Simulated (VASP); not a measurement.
# Yb2F (I4/mmm) in VASP: notebook

Yb2F is run at these levels: r2SCAN; tasks: single point.

All numbers are computed with VASP 6.6.1; they aren't measurements. Logs are shortened: lines on timing, memory, paths and dates and some standing lists are left out, and cuts for length are marked.

## Step 1: The cell of the first run

It takes space group I4/mmm (No. 139, tetragonal). Conventional cell: a = 3.258 Å, b = 3.258 Å, c = 12.746 Å, α = 90.00°, β = 90.00°, γ = 90.00°. Within 3.9 Å of Yb (site symmetry 4mm) lie 4 F at 2.92 Å and 9 Yb at 3.26 to 3.60 Å. Within 3.9 Å of F (site symmetry 4/mmm) lie 8 Yb at 2.92 Å and 4 F at 3.26 Å.

## Step 2: Single point, r2SCAN

Input file POSCAR:

```
Yb2F
1.0
    0.0000000000      3.2584953241      0.0000001388
    3.2584953241      0.0000000000      0.0000001388
    1.6292479336      1.6292479336     -6.3731426971
Yb F
2 1
Direct
    0.3587471617      0.3587471617      0.2825056765
    0.6412528383      0.6412528383      0.7174943235
    0.0000000000      0.0000000000      0.0000000000
```

Input file INCAR.step1:

```
SYSTEM = Yb2F
  ALGO = Normal
  EDIFF = 1E-5
  ENCUT = 800
  GGA = PE
  GGA_COMPAT = .FALSE.
  ISMEAR = -1
  LASPH = .TRUE.
  LCHARG = .FALSE.
  LMAXMIX = 6
  LREAL = .FALSE.
  LWAVE = .TRUE.
  NBANDS = 34
  NELM = 200
  PREC = Accurate
  SIGMA = 0.1
```

Input file INCAR.step2:

```
SYSTEM = Yb2F
  ALGO = Normal
  EDIFF = 1E-6
  ENCUT = 800
  GGA_COMPAT = .FALSE.
  ISIF = 2
  ISMEAR = -1
  ISTART = 1
  LASPH = .TRUE.
  LCHARG = .FALSE.
  LMAXMIX = 6
  LMIXTAU = .TRUE.
  LREAL = .FALSE.
  LWAVE = .FALSE.
  METAGGA = R2SCAN
  NBANDS = 34
  NELM = 200
  PREC = Accurate
  SIGMA = 0.1
```

Input file KPOINTS:

```
k-points
0
G
  5 5 5
  0 0 0
```

Potentials or basis: VASP PAW PBE potentials, release 64 (Yb, F).

Launch:

```
cat potpaw_PBE.64/Yb/POTCAR potpaw_PBE.64/F/POTCAR > POTCAR
cp INCAR.step1 INCAR
mpirun -np 1 vasp_std > vasp.out
cp INCAR.step2 INCAR
mpirun -np 1 vasp_std > vasp.out
```

OUTCAR:

```text
SYSTEM = Yb2F
   EDIFF = 1E-6
   ENCUT = 800
   ISIF = 2
   ISMEAR = -1
   ISTART = 1
   LASPH = .TRUE.
   LREAL = .FALSE.
   METAGGA = R2SCAN
   NELM = 200
   PREC = Accurate

 ion  position               nearest neighbor table
   1  0.359  0.359  0.283-   2 3.60   2 3.60   2 3.60   2 3.60   2 3.60
   2  0.641  0.641  0.717-   1 3.60   1 3.60   1 3.60   1 3.60   1 3.60
   3  0.000  0.000  0.000-

  LATTYP: Found a body centered tetragonal cell.
 ALAT       =     3.2584953241
 C/A-ratio  =     3.9117090571

  Lattice vectors:

 A1 = (  -1.6292479336,   1.6292473905,   6.3731428359)
 A2 = (   1.6292473905,  -1.6292479336,   6.3731428359)
 A3 = (   1.6292479336,   1.6292479336,  -6.3731426971)

Analysis of symmetry for initial positions (statically):
=====================================================================
 Subroutine PRICEL returns:
 Original cell was already a primitive cell.

 Routine SETGRP: Setting up the symmetry group for a
 body centered tetragonal supercell.

 Subroutine GETGRP returns: Found 16 space group operations
 (whereof 16 operations were pure point group operations)
 out of a pool of 16 trial point group operations.

The static configuration has the point symmetry D_4h.

Analysis of symmetry for dynamics (positions and initial velocities):
=====================================================================
 Subroutine PRICEL returns:
 Original cell was already a primitive cell.

 Routine SETGRP: Setting up the symmetry group for a
 body centered tetragonal supercell.

 Subroutine GETGRP returns: Found 16 space group operations
 (whereof 16 operations were pure point group operations)
 out of a pool of 16 trial point group operations.

The dynamic configuration has the point symmetry D_4h.

 Subroutine INISYM returns: Found 16 space group operations
 (whereof 16 operations are pure point group operations),
 and found     1 'primitive' translations

----------------------------------------------------------------------------------------

                                     Primitive cell

  volume of cell :      67.6687

  direct lattice vectors                    reciprocal lattice vectors
     0.000000000  3.258495324  0.000000139    -0.000000003  0.306890110  0.078454241
     3.258495324  0.000000000  0.000000139     0.306890110 -0.000000003  0.078454241
     1.629247934  1.629247934 -6.373142697     0.000000007  0.000000007 -0.156908456

  length of vectors
     3.258495324  3.258495324  6.776861036     0.316759542  0.316759542  0.156908456

  position of ions in fractional coordinates (direct lattice)
     0.358747162  0.358747162  0.282505677
     0.641252838  0.641252838  0.717494323
     0.000000000  0.000000000  0.000000000

  ion indices of the primitive-cell ions
   primitive index   ion index
                 1           1
                 2           2
                 3           3

----------------------------------------------------------------------------------------

 KPOINTS: k-points

Automatic generation of k-mesh.
 Grid dimensions read from file:
 generate k-points for:    5    5    5

 Generating k-lattice:

  Cartesian coordinates                     Fractional coordinates (reciprocal lattice)
    -0.000000001  0.061378022  0.015690848     0.200000000  0.000000000 -0.000000000
     0.061378022 -0.000000001  0.015690848     0.000000000  0.200000000 -0.000000000
     0.000000001  0.000000001 -0.031381691     0.000000000  0.000000000  0.200000000

  Length of vectors
     0.063351908  0.063351908  0.031381691

  Shift w.r.t. Gamma in fractional coordinates (k-lattice)
     0.000000000  0.000000000  0.000000000

 Subroutine IBZKPT returns following result:
 ===========================================

 Found     18 irreducible k-points:

 Following reciprocal coordinates:
            Coordinates               Weight
  0.000000  0.000000  0.000000      1.000000
  0.200000  0.000000 -0.000000      8.000000
  0.400000  0.000000  0.000000      8.000000
  0.200000  0.200000  0.000000      8.000000
  0.400000  0.200000 -0.000000     16.000000
 -0.400000  0.200000 -0.000000     16.000000
[... 10 lines left out ...]
 -0.000000 -0.000000  0.400000      2.000000
 -0.200000 -0.000000  0.400000      4.000000
   k-points           NKPTS =     18   k-points in BZ     NKDIM =     18   number of bands    NBANDS=     34
   number of dos      NEDOS =    301   number of ions     NIONS =      3
   total plane-waves  NPLWV =  57600
   dimension x,y,z NGX =    30 NGY =   30 NGZ =   64
   dimension x,y,z NGXF=    60 NGYF=   60 NGZF=  128
   ions per type =               2   1
   NGX,Y,Z   is equivalent  to a cutoff of  15.31, 15.31, 15.70 a.u.
   NGXF,Y,Z  is equivalent  to a cutoff of  30.61, 30.61, 31.40 a.u.
 SYSTEM =  Yb2F
   PREC   = accura    normal or accurate (medium, high low for compatibility)
   ISTART =      1    job   : 0-new  1-cont  2-samecut
   ICHARG =      0    charge: 1-file 2-atom 10-const
   ISPIN  =      1    spin polarized calculation?
   LNONCOLLINEAR =      F non collinear calculations
   LSORBIT =      F    spin-orbit coupling
   LASPH  =      T    aspherical Exc in radial PAW
   ENCUT  =  800.0 eV  58.80 Ry    7.67 a.u.   7.51  7.51 15.63*2*pi/ulx,y,z
   NELM   =    200;   NELMIN=  2; NELMDL=  0     # of ELM steps
   EDIFF  = 0.1E-05   stopping-criterion for ELM
   LREAL  =      F    real-space projection
   EDIFFG = 0.1E-04   stopping-criterion for IOM
   NSW    =      0    number of steps for IOM
   IBRION =     -1    ionic relax: 0-MD 1-quasi-New 2-CG
   NFREE  =      0    steps in history (QN), initial steepest desc. (CG)
   ISIF   =      2    stress and relaxation
   ISYM   =      2    0-nonsym 1-usesym 2-fastsym
   POTIM  = 0.5000    time-step for ionic-motion
   TEBEG  =    0.0;   TEEND  =   0.0 temperature during run
   PSTRESS=    0.0 pullay stress
   NELECT =      55.0000    total number of electrons
   NUPDOWN=      -1.0000    fix difference up-down
   EMIN   =  10.00;   EMAX   =-10.00  energy-range for DOS
   EFERMI =   0.00;   METHOD = LEGACY
   ISMEAR =    -1;   SIGMA  =   0.10  broadening in eV -4-tet -1-fermi 0-gaus
   EFERMI_NEDOS =   21; number of points for ismear=-14 and -15
   IALGO  =     38    algorithm
   IMIX   =      4    mixing-type and parameters
     AMIX     =   0.40;   BMIX     =  1.00
     AMIX_MAG =   1.60;   BMIX_MAG =  1.00
  volume/ion in A,a.u.               =      22.56       152.22
  Fermi-wavevector in a.u.,A,eV,Ry     =   1.527800  2.887123 31.758340  2.334172
  Thomas-Fermi vector in A             =   2.635646
   LORBIT       =      0    0 simple, 1 ext, 2 COOP (PROOUT), +10 PAW based schemes
   METAGGA = R2SCAN    functional components
   LHFCALC =     F    Hartree Fock is set to
   AEXX    =    0.0000 exact exchange contribution
   IVDW    =     0    specifies the selected vdW correction
   LEPSILON=     F    determine dielectric tensor
   LRPA    =     F    only Hartree local field effects (RPA)
 non-spin polarized calculation
  energy-cutoff  :      800.00
  volume of cell :       67.67
 maximum number of plane-waves:      3497
 NGX is ok and might be reduce to    30
   NGX = 15   NGY = 15   NGZ = 31

 number of electron      55.0000007 magnetization

 Free energy of the ion-electron system (eV)
  ---------------------------------------------------
  ext. energy  EPLUGINS =         0.00000000
  ---------------------------------------------------
  free energy    TOTEN  =       -78.33565325 eV

  energy without entropy =      -78.21321220  energy(sigma->0) =      -78.27443272

 E-fermi :   2.9027     XC(G=0): -10.9106

 val. band max:        2.7156545536   @ k =  -0.2000  -0.2000   0.2000
 cond. band min:       2.9823624960   @ k =  -0.2000  -0.4000   0.2000
 fundamental gap:      0.2667079424
 Fermi energy:         2.9027017284

 k-point     1 :       0.0000    0.0000    0.0000
  band No.  band energies     occupation
      1     -50.7256      2.00000
      2     -50.7040      2.00000
      3     -23.9297      2.00000
      4     -22.5370      2.00000
      5     -22.3150      2.00000
      6     -22.2444      2.00000
[... 26 lines left out ...]
     33       7.7326      0.00000
     34       7.7326      0.00000

 k-point     2 :       0.2000    0.0000   -0.0000
  band No.  band energies     occupation
      1     -50.7127      2.00000
      2     -50.6951      2.00000
      3     -23.8893      2.00000
      4     -22.6017      2.00000
      5     -22.4629      2.00000
      6     -22.3218      2.00000
[... 26 lines left out ...]
     33       6.7180      0.00000
     34       7.7697      0.00000

 k-point     3 :       0.4000    0.0000    0.0000
  band No.  band energies     occupation
      1     -50.6900      2.00000
      2     -50.6822      2.00000
      3     -23.8576      2.00000
      4     -22.7806      2.00000
      5     -22.6807      2.00000
      6     -22.4533      2.00000
[... 26 lines left out ...]
     33       7.1791      0.00000
     34       7.4131      0.00000

 k-point     4 :       0.2000    0.2000    0.0000
  band No.  band energies     occupation
      1     -50.6996      2.00000
      2     -50.6864      2.00000
      3     -23.8482      2.00000
      4     -22.5797      2.00000
      5     -22.4379      2.00000
      6     -22.4255      2.00000
[... 26 lines left out ...]
     33       6.4279      0.00000
     34       6.6805      0.00000

 k-point     5 :       0.4000    0.2000   -0.0000
  band No.  band energies     occupation
      1     -50.6779      2.00000
      2     -50.6729      2.00000
      3     -23.7991      2.00000
      4     -22.7443      2.00000
      5     -22.6681      2.00000
      6     -22.4490      2.00000
[... 399 lines left out ...]
 k-point    16 :      -0.2000   -0.2000    0.2000
  band No.  band energies     occupation
      1     -50.6971      2.00000
      2     -50.6890      2.00000
      3     -23.8499      2.00000
      4     -22.5351      2.00000
      5     -22.4449      2.00000
      6     -22.3910      2.00000
[... 26 lines left out ...]
     33       6.2558      0.00000
     34       6.9588      0.00000

 k-point    17 :      -0.0000   -0.0000    0.4000
  band No.  band energies     occupation
      1     -50.7217      2.00000
      2     -50.7080      2.00000
      3     -23.9157      2.00000
      4     -22.5702      2.00000
      5     -22.2986      2.00000
      6     -22.2543      2.00000
[... 26 lines left out ...]
     33       7.4553      0.00000
     34       7.4553      0.00000

 k-point    18 :      -0.2000   -0.0000    0.4000
  band No.  band energies     occupation
      1     -50.7086      2.00000
      2     -50.6992      2.00000
      3     -23.8885      2.00000
      4     -22.5490      2.00000
      5     -22.4196      2.00000
      6     -22.3824      2.00000
[... 26 lines left out ...]
     33       6.6129      0.00000
     34       7.4024      0.00000

------------------------ aborting loop because EDIFF is reached ----------------------------------------

  FORCE on cell =-STRESS in cart. coord.  units (eV):
  Direction    XX          YY          ZZ          XY          YZ          ZX
  --------------------------------------------------------------------------------------
  -------------------------------------------------------------------------------------
  Total        0.0283574      0.0283574      0.0104117      0.0000000      0.0000000      0.0000000
  in kB        0.6714128      0.6714128      0.2465151      0.0000000      0.0000000      0.0000000
  external PRESSURE =       0.5297802 kB  Pullay stress =       0.0000000 kB

 VOLUME and BASIS-vectors are now :
 -----------------------------------------------------------------------------
  energy-cutoff  :      800.00
  volume of cell :       67.67
      direct lattice vectors                 reciprocal lattice vectors
     0.000000000  3.258495324  0.000000139    -0.000000003  0.306890110  0.078454241
     3.258495324  0.000000000  0.000000139     0.306890110 -0.000000003  0.078454241
     1.629247934  1.629247934 -6.373142697     0.000000007  0.000000007 -0.156908456

 POSITION                                       TOTAL-FORCE (eV/Angst)
 -----------------------------------------------------------------------------------
      1.62925      1.62925     -1.80045         0.000000      0.000000     -0.049160
      3.25850      3.25850     -4.57269        -0.000000     -0.000000      0.049160
      0.00000      0.00000      0.00000         0.000000      0.000000      0.000000
 -----------------------------------------------------------------------------------
    total drift:                               -0.000000     -0.000000      0.000000

  FREE ENERGIE OF THE ION-ELECTRON SYSTEM (eV)
  ---------------------------------------------------
  free  energy   TOTEN  =       -78.3356532457 eV

  energy  without entropy=      -78.2132122012  energy(sigma->0) =      -78.27443272
```

Run time: 21 min. Hardware: 1 thread of Intel Xeon 8259CL, shared host; peak memory 0.31 GiB.

What came out:

```
Free energy            : -78.3357 eV
Pressure               : 0.1 GPa
Largest force          : 0.049 eV/Å
Band gap on the k mesh : zero (an odd number of electrons rules out a gap without spin polarisation)
```

Forces on the atoms (eV/Å):
```
Yb   0.000  0.000 -0.049
Yb   0.000  0.000  0.049
F    0.000  0.000  0.000
```

Caveat: the k points lie up to 0.40 Å⁻¹ apart, too coarse for converged energies and pressures of a metal; the PAW data sets were made with another functional, which shifts forces and pressure a little; spin-orbit coupling is left out, which moves the levels of the heavy elements; an odd number of electrons without spin polarisation forces a metal; a magnetic or distorted state may lie lower.

(Continued in part 2 of 2.)

The gap in the log of VASP goes by the Fermi energy; the results here count the filled bands.